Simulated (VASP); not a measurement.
# CsGaB (P4/mmm) in VASP: a series of runs

CsGaB is run at these levels: PBE; tasks: single point, relaxation of cell and atoms.

Program: VASP 6.6.1. These are calculated values, not measurements. Logs are shortened: lines on timing, memory, paths and dates and some standing lists are left out, and cuts for length are marked.

## Step 1: The cell of the first run

Symmetry: P4/mmm, No. 123, tetragonal system. Conventional cell: a = 4.226 Å, b = 4.226 Å, c = 7.058 Å, α = 90.00°, β = 90.00°, γ = 90.00°. Within 3.9 Å of Cs (site symmetry 4/mmm) lie 4 B at 2.99 Å and 2 Ga at 3.53 Å. Ga (site symmetry 4/mmm) has 2 Cs at 3.53 Å and 4 Ga at 4.23 Å and 8 B at 4.62 Å within 4.7 Å. B (site symmetry 4/mmm) has 4 Cs at 2.99 Å within 3.9 Å.

The cell was generated, and may not be a known phase.

## Step 2: Single point, PBE

INCAR reads:

```
PREC     = Accurate       # precision mode
ENCUT    = 520            # plane-wave cutoff, eV
EDIFF    = 1E-7           # SCF threshold, eV
ISMEAR   = 0              # smearing method
SIGMA    = 0.1            # smearing width, eV
LREAL    = F              # projectors in reciprocal space
LASPH    = T              # aspherical terms in the spheres
NELM     = 100            # most SCF steps
ALGO     = Fast           # electronic algorithm
ISIF     = 2              # what is computed and relaxed
LWAVE    = F              # write WAVECAR
LCHARG   = F              # write CHGCAR
GGA      = PE             # functional
NBANDS   = 20             # bands
```

KPOINTS reads:

```
regular mesh
0
Gamma
  12 12 8
```

POSCAR reads:

```
CsGaB
1.0
    4.2256074782      0.0000000000      0.0000000000
    0.0000000000      4.2256074782      0.0000000000
    0.0000000000      0.0000000000      7.0576636130
Cs Ga B
1 1 1
Direct
    0.5000000000      0.5000000000      0.5000000000
    0.5000000000      0.5000000000      0.0000000000
    0.0000000000      0.0000000000      0.5000000000
```

Potentials or basis: VASP PAW PBE potentials, release 64 (Cs_sv, Ga_d, B).

The run is started by

```
cat potpaw_PBE.64/Cs_sv/POTCAR potpaw_PBE.64/Ga_d/POTCAR potpaw_PBE.64/B/POTCAR > POTCAR
mpirun -np 1 vasp_std > vasp.out
```

OUTCAR:

```text
PREC = Accurate
   ENCUT = 520
   EDIFF = 1E-7
   ISMEAR = 0
   LREAL = F
   LASPH = T
   NELM = 100
   ISIF = 2
   GGA = PE

 ion  position               nearest neighbor table
   1  0.500  0.500  0.500-
   2  0.500  0.500  0.000-
   3  0.000  0.000  0.500-

  LATTYP: Found a simple tetragonal cell.
 ALAT       =     4.2256074782
 C/A-ratio  =     1.6702127799

  Lattice vectors:

 A1 = (   4.2256074782,   0.0000000000,   0.0000000000)
 A2 = (   0.0000000000,   4.2256074782,   0.0000000000)
 A3 = (   0.0000000000,   0.0000000000,   7.0576636130)

Analysis of symmetry for initial positions (statically):
=====================================================================
 Subroutine PRICEL returns:
 Original cell was already a primitive cell.

 Routine SETGRP: Setting up the symmetry group for a
 simple tetragonal supercell.

 Subroutine GETGRP returns: Found 16 space group operations
 (whereof 16 operations were pure point group operations)
 out of a pool of 16 trial point group operations.

The static configuration has the point symmetry D_4h.

Analysis of symmetry for dynamics (positions and initial velocities):
=====================================================================
 Subroutine PRICEL returns:
 Original cell was already a primitive cell.

 Routine SETGRP: Setting up the symmetry group for a
 simple tetragonal supercell.

 Subroutine GETGRP returns: Found 16 space group operations
 (whereof 16 operations were pure point group operations)
 out of a pool of 16 trial point group operations.

The dynamic configuration has the point symmetry D_4h.

 Subroutine INISYM returns: Found 16 space group operations
 (whereof 16 operations are pure point group operations),
 and found     1 'primitive' translations

----------------------------------------------------------------------------------------

                                     Primitive cell

  volume of cell :     126.0199

  direct lattice vectors                    reciprocal lattice vectors
     4.225607478  0.000000000  0.000000000     0.236652364  0.000000000  0.000000000
     0.000000000  4.225607478  0.000000000     0.000000000  0.236652364  0.000000000
     0.000000000  0.000000000  7.057663613     0.000000000  0.000000000  0.141689949

  length of vectors
     4.225607478  4.225607478  7.057663613     0.236652364  0.236652364  0.141689949

  position of ions in fractional coordinates (direct lattice)
     0.500000000  0.500000000  0.500000000
     0.500000000  0.500000000  0.000000000
     0.000000000  0.000000000  0.500000000

  ion indices of the primitive-cell ions
   primitive index   ion index
                 1           1
                 2           2
                 3           3

----------------------------------------------------------------------------------------

 KPOINTS: regular mesh

Automatic generation of k-mesh.
 Grid dimensions read from file:
 generate k-points for:   12   12    8

 Generating k-lattice:

  Cartesian coordinates                     Fractional coordinates (reciprocal lattice)
     0.019721030  0.000000000  0.000000000     0.083333333  0.000000000  0.000000000
     0.000000000  0.019721030  0.000000000     0.000000000  0.083333333  0.000000000
     0.000000000  0.000000000  0.017711244     0.000000000  0.000000000  0.125000000

  Length of vectors
     0.019721030  0.019721030  0.017711244

  Shift w.r.t. Gamma in fractional coordinates (k-lattice)
     0.000000000  0.000000000  0.000000000

 Subroutine IBZKPT returns following result:
 ===========================================

 Found    140 irreducible k-points:

 Following reciprocal coordinates:
            Coordinates               Weight
  0.000000  0.000000  0.000000      1.000000
  0.083333  0.000000  0.000000      4.000000
  0.166667  0.000000  0.000000      4.000000
  0.250000  0.000000  0.000000      4.000000
  0.333333  0.000000  0.000000      4.000000
  0.416667  0.000000  0.000000      4.000000
[... 16 lines left out ...]
  0.333333  0.333333  0.000000      4.000000
  0.416667  0.333333  0.000000      8.000000
 [... further k-points ...]
   k-points           NKPTS =    140   k-points in BZ     NKDIM =    140   number of bands    NBANDS=     20
   number of dos      NEDOS =    301   number of ions     NIONS =      3
   total plane-waves  NPLWV =  55296
   dimension x,y,z NGX =    32 NGY =   32 NGZ =   54
   dimension x,y,z NGXF=    64 NGYF=   64 NGZF=  108
   ions per type =               1   1   1
   NGX,Y,Z   is equivalent  to a cutoff of  12.59, 12.59, 12.72 a.u.
   NGXF,Y,Z  is equivalent  to a cutoff of  25.18, 25.18, 25.44 a.u.
 SYSTEM =  unknown system
   PREC   = accura    normal or accurate (medium, high low for compatibility)
   ISTART =      0    job   : 0-new  1-cont  2-samecut
   ICHARG =      2    charge: 1-file 2-atom 10-const
   ISPIN  =      1    spin polarized calculation?
   LNONCOLLINEAR =      F non collinear calculations
   LSORBIT =      F    spin-orbit coupling
   LASPH  =      T    aspherical Exc in radial PAW
   ENCUT  =  520.0 eV  38.22 Ry    6.18 a.u.   7.86  7.86 13.12*2*pi/ulx,y,z
   NELM   =    100;   NELMIN=  2; NELMDL= -5     # of ELM steps
   EDIFF  = 0.1E-06   stopping-criterion for ELM
   LREAL  =      F    real-space projection
   EDIFFG = 0.1E-05   stopping-criterion for IOM
   NSW    =      0    number of steps for IOM
   IBRION =     -1    ionic relax: 0-MD 1-quasi-New 2-CG
   NFREE  =      0    steps in history (QN), initial steepest desc. (CG)
   ISIF   =      2    stress and relaxation
   ISYM   =      2    0-nonsym 1-usesym 2-fastsym
   POTIM  = 0.5000    time-step for ionic-motion
   TEBEG  =    0.0;   TEEND  =   0.0 temperature during run
   PSTRESS=    0.0 pullay stress
   NELECT =      25.0000    total number of electrons
   NUPDOWN=      -1.0000    fix difference up-down
   EMIN   =  10.00;   EMAX   =-10.00  energy-range for DOS
   EFERMI =   0.00;   METHOD = LEGACY
   ISMEAR =     0;   SIGMA  =   0.10  broadening in eV -4-tet -1-fermi 0-gaus
   EFERMI_NEDOS =   21; number of points for ismear=-14 and -15
   IALGO  =     68    algorithm
   IMIX   =      4    mixing-type and parameters
     AMIX     =   0.40;   BMIX     =  1.00
     AMIX_MAG =   1.60;   BMIX_MAG =  1.00
  volume/ion in A,a.u.               =      42.01       283.47
  Fermi-wavevector in a.u.,A,eV,Ry     =   0.954791  1.804294 12.403428  0.911626
  Thomas-Fermi vector in A             =   2.083570
   LORBIT       =      0    0 simple, 1 ext, 2 COOP (PROOUT), +10 PAW based schemes
   GGA     = PE    functional components
   LHFCALC =     F    Hartree Fock is set to
   AEXX    =    0.0000 exact exchange contribution
   IVDW    =     0    specifies the selected vdW correction
   LEPSILON=     F    determine dielectric tensor
   LRPA    =     F    only Hartree local field effects (RPA)
 non-spin polarized calculation
 RMM-DIIS sequential band-by-band and
 Gauss-broadening in eV      SIGMA  =   0.10
  energy-cutoff  :      520.00
  volume of cell :      126.02
 maximum number of plane-waves:      3422
 NGX is ok and might be reduce to    32
   NGX = 15   NGY = 15   NGZ = 27

 number of electron      24.9999990 magnetization

 Free energy of the ion-electron system (eV)
  ---------------------------------------------------
  ext. energy  EPLUGINS =         0.00000000
  ---------------------------------------------------
  free energy    TOTEN  =        -4.24697831 eV

  energy without entropy =       -4.23027286  energy(sigma->0) =       -4.23862558

 E-fermi :   0.6776     XC(G=0):  -7.2835

 val. band max:        0.6584803875   @ k =   0.4167   0.0000   0.5000
 cond. band min:       0.6785431648   @ k =   0.5000   0.5000   0.5000
 fundamental gap:      0.0200627773
 Fermi energy:         0.6776373542

 k-point     1 :       0.0000    0.0000    0.0000
  band No.  band energies     occupation
      1     -21.3909      2.00000
      2     -15.0925      2.00000
      3     -15.0717      2.00000
      4     -15.0717      2.00000
      5     -15.0488      2.00000
      6     -15.0375      2.00000
[... 12 lines left out ...]
     19       5.1722      0.00000
     20       6.1897      0.00000

 k-point     2 :       0.0833    0.0000    0.0000
  band No.  band energies     occupation
      1     -21.3865      2.00000
      2     -15.0923      2.00000
      3     -15.0719      2.00000
      4     -15.0717      2.00000
      5     -15.0483      2.00000
      6     -15.0377      2.00000
[... 12 lines left out ...]
     19       5.3232      0.00000
     20       6.0957      0.00000

 k-point     3 :       0.1667    0.0000    0.0000
  band No.  band energies     occupation
      1     -21.3743      2.00000
      2     -15.0919      2.00000
      3     -15.0725      2.00000
      4     -15.0717      2.00000
      5     -15.0470      2.00000
      6     -15.0381      2.00000
[... 12 lines left out ...]
     19       5.5245      0.00000
     20       5.8976      0.00000

 k-point     4 :       0.2500    0.0000    0.0000
  band No.  band energies     occupation
      1     -21.3576      2.00000
      2     -15.0913      2.00000
      3     -15.0732      2.00000
      4     -15.0716      2.00000
      5     -15.0452      2.00000
      6     -15.0388      2.00000
[... 12 lines left out ...]
     19       5.7392      0.00000
     20       5.7780      0.00000

 k-point     5 :       0.3333    0.0000    0.0000
  band No.  band energies     occupation
      1     -21.3407      2.00000
      2     -15.0908      2.00000
      3     -15.0739      2.00000
      4     -15.0716      2.00000
      5     -15.0434      2.00000
      6     -15.0394      2.00000
[... 12 lines left out ...]
     19       5.7601      0.00000
     20       6.0450      0.00000
[... 353 lines left out ...]
      6     -15.0386      2.00000
[... 12 lines left out ...]
     19       5.2257      0.00000
     20       6.3793      0.00000

 k-point    22 :       0.5000    0.2500    0.0000
  band No.  band energies     occupation
      1     -21.2924      2.00000
      2     -15.0889      2.00000
      3     -15.0745      2.00000
      4     -15.0729      2.00000
      5     -15.0415      2.00000
      6     -15.0381      2.00000
[... 12 lines left out ...]
     19       4.7969      0.00000
     20       6.4357      0.00000

 k-point    23 :       0.3333    0.3333    0.0000
  band No.  band energies     occupation
      1     -21.2928      2.00000
      2     -15.0889      2.00000
      3     -15.0737      2.00000
      4     -15.0737      2.00000
      5     -15.0415      2.00000
      6     -15.0381      2.00000
[... 12 lines left out ...]
     19       5.1669      0.00000
     20       6.2213      0.00000

 k-point    24 :       0.4167    0.3333    0.0000
  band No.  band energies     occupation
      1     -21.2810      2.00000
      2     -15.0885      2.00000
      3     -15.0742      2.00000
      4     -15.0736      2.00000
      5     -15.0420      2.00000
      6     -15.0368      2.00000
[... 12 lines left out ...]
     19       4.6364      0.00000
     20       5.7379      0.00000

 [... further k-points ...]

------------------------ aborting loop because EDIFF is reached ----------------------------------------

  FORCE on cell =-STRESS in cart. coord.  units (eV):
  Direction    XX          YY          ZZ          XY          YZ          ZX
  --------------------------------------------------------------------------------------
  -------------------------------------------------------------------------------------
  Total        0.0534880      0.0534880      0.0178096      0.0000000      0.0000000      0.0000000
  in kB        0.6800299      0.6800299      0.2264250      0.0000000      0.0000000      0.0000000
  external PRESSURE =       0.5288283 kB  Pullay stress =       0.0000000 kB

 VOLUME and BASIS-vectors are now :
 -----------------------------------------------------------------------------
  energy-cutoff  :      520.00
  volume of cell :      126.02
      direct lattice vectors                 reciprocal lattice vectors
     4.225607478  0.000000000  0.000000000     0.236652364  0.000000000  0.000000000
     0.000000000  4.225607478  0.000000000     0.000000000  0.236652364  0.000000000
     0.000000000  0.000000000  7.057663613     0.000000000  0.000000000  0.141689949

 POSITION                                       TOTAL-FORCE (eV/Angst)
 -----------------------------------------------------------------------------------
      2.11280      2.11280      3.52883         0.000000      0.000000      0.000000
      2.11280      2.11280      0.00000         0.000000      0.000000      0.000000
      0.00000      0.00000      3.52883         0.000000      0.000000      0.000000
 -----------------------------------------------------------------------------------
    total drift:                                0.000000     -0.000000     -0.000000

  FREE ENERGIE OF THE ION-ELECTRON SYSTEM (eV)
  ---------------------------------------------------
  free  energy   TOTEN  =        -4.2469783056 eV

  energy  without entropy=       -4.2302728594  energy(sigma->0) =       -4.23862558
```

Run time: 7.7 min. Hardware: 1 thread of AMD EPYC 7R43 (Zen 3), shared host; peak memory 0.47 GiB.

What came out:

```yaml
Free_energy: -4.2470 eV
Pressure: 0.1 GPa
Band_gap_on_the_k_mesh: zero (an odd number of electrons rules out a gap without spin polarisation)
```

Caveat: spin-orbit coupling is left out, which moves the levels of the heavy elements.

## Step 3: Relaxation of cell and atoms, PBE

This run uses another cell than the first one, of 39.59 Å³/atom.

INCAR reads:

```
ALGO = Fast ; EDIFF = 1E-7
EDIFFG = -0.01 ; ENCUT = 600
GGA = PE ; IBRION = 2
ISIF = 3 ; ISMEAR = 0
LASPH = T ; LCHARG = F
LREAL = F ; LWAVE = F
NELM = 80 ; NSW = 100
PREC = Accurate ; SIGMA = 0.1
```

KPOINTS reads:

```
k-points
0
Gamma
  12 12 8
```

POSCAR reads:

```
CsGaB
1.0
    4.1278370243      0.0000000000      0.0000000000
    0.0000000000      4.1278370243      0.0000000000
    0.0000000000      0.0000000000      6.9698577464
Cs Ga B
1 1 1
Direct
    0.5000000000      0.5000000000      0.5000000000
    0.5000000000      0.5000000000      0.0000000000
    0.0000000000      0.0000000000      0.5000000000
```

Potentials or basis: VASP PAW PBE potentials, release 64 (Cs_sv, Ga_d, B).

The run is started by

```
cat potpaw_PBE.64/Cs_sv/POTCAR potpaw_PBE.64/Ga_d/POTCAR potpaw_PBE.64/B/POTCAR > POTCAR
mpirun -np 1 vasp_std > vasp.out
```

It took 44 min on 1 thread of AMD EPYC 7R43 (Zen 3), shared host; peak memory 0.56 GiB.

Results (log left out):

```
Free energy                           : -4.2465 eV
Relaxed volume                        : 42.31 Å³/atom
Relaxed cell                          : a = 4.236 Å, b = 4.236 Å, c = 7.074 Å, α = 90.00°, β = 90.00°, γ = 90.00°
Space group after relaxing (to 0.1 Å) : P4/mmm (No. 123)
Energy gained by relaxing             : 5.0 meV/atom
Ionic steps                           : 7
Pressure after relaxing               : 0.0 GPa
Band gap on the k mesh                : zero (an odd number of electrons rules out a gap without spin polarisation)
```

The path:
```
step  energy change (eV)  largest force (eV/Å)  pressure (GPa)  volume (Å³)
   1              0.0000                0.0000            0.56       118.76
   2             -0.0084                0.0000            0.36       121.13
   3             -0.0136                0.0000           -0.04       127.08
   4             -0.0142                0.0000            0.04       125.69
   5             -0.0142                0.0000            0.05       125.54
   6             -0.0146                0.0000            0.03       125.95
   7             -0.0149                0.0000            0.00       126.93
```

Final structure:
```cif
data_structure
_symmetry_space_group_name_H-M 'P 1'
_symmetry_Int_Tables_number 1
_cell_length_a 4.2357
_cell_length_b 4.2357
_cell_length_c 7.0745
_cell_angle_alpha 90.000
_cell_angle_beta 90.000
_cell_angle_gamma 90.000
_cell_volume 126.93
loop_
_atom_site_label
_atom_site_type_symbol
_atom_site_fract_x
_atom_site_fract_y
_atom_site_fract_z
_atom_site_occupancy
Cs1 Cs 0.50000 0.50000 0.50000 1
Ga1 Ga 0.50000 0.50000 0.00000 1
B1 B 0.00000 0.00000 0.50000 1
```

Levels at points of the mesh, in eV from the Fermi level:
```
           k point  band 8  band 9  band 10  band 11  band 12  band 13  band 14  band 15  band 16
(0.00, 0.00, 0.00)   -8.73   -8.73    -6.21    -5.47    -0.06     1.57     1.57     1.81     2.57
(0.50, 0.00, 0.00)   -9.01   -8.55    -5.56    -3.84    -0.78    -0.45    -0.20    -0.11     1.48
(0.50, 0.50, 0.00)   -9.45   -8.91    -5.55    -5.06     0.23     0.23     0.74     1.76     1.76
(0.00, 0.00, 0.50)   -8.73   -8.73    -5.72    -5.61    -0.33     0.54     1.59     1.59     2.47
(0.50, 0.00, 0.50)   -9.08   -8.55    -5.21    -3.83    -1.25    -0.88    -0.10     0.38     1.11
(0.50, 0.50, 0.50)   -9.44   -8.97    -5.55    -4.73     0.01     0.01     0.60     0.82     1.63
```

Caveat: spin-orbit coupling is left out, which moves the levels of the heavy elements.

The gap in the log of VASP goes by the Fermi energy; the results here count the filled bands.